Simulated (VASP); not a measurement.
MgO, 2 atoms in the cell. It takes space group Fm-3m (No. 225, cubic). Conventional cell: a = 4.194 Å, b = 4.194 Å, c = 4.194 Å, α = 90.00°, β = 90.00°, γ = 90.00°. Mg (site symmetry m-3m) has 6 O at 2.10 Å within 2.8 Å. O (site symmetry m-3m) has 6 Mg at 2.10 Å within 2.8 Å. 

```yaml
Program: VASP 6.6.1
Task: relaxation of cell and atoms
Functional: revPBE
Dispersion: D3(BJ)
Potentials_or_basis: VASP PAW PBE potentials, release 64 (Mg, O)
Cutoff: 600 eV
k_mesh: 11 × 11 × 11
Occupations: fermi-dirac, width 0.05 eV
Spin: no spin polarisation
Dipole_correction: no
Further_INCAR_settings: ALGO = Normal; EDIFF = 1e-06; IBRION = 2; EDIFFG = -0.02; NSW = 80; ISIF = 3
```

Potentials or basis: VASP PAW PBE potentials, release 64 (Mg, O).

Run with:

```bash
$ cat potpaw_PBE.64/Mg/POTCAR potpaw_PBE.64/O/POTCAR > POTCAR
$ mpirun -np 1 vasp_std > vasp.out
```

Hardware: 1 thread of Intel(R) Xeon(R) Platinum 8559C (Emerald Rapids), with other jobs on the host.

Q: Estimate the wall time of this run.

A: It took 7.2 s on 1 thread of Intel(R) Xeon(R) Platinum 8559C (Emerald Rapids), on a shared host, peak memory 0.15 GiB. Counts: scf iterations 16, k points 56, ion steps 2.
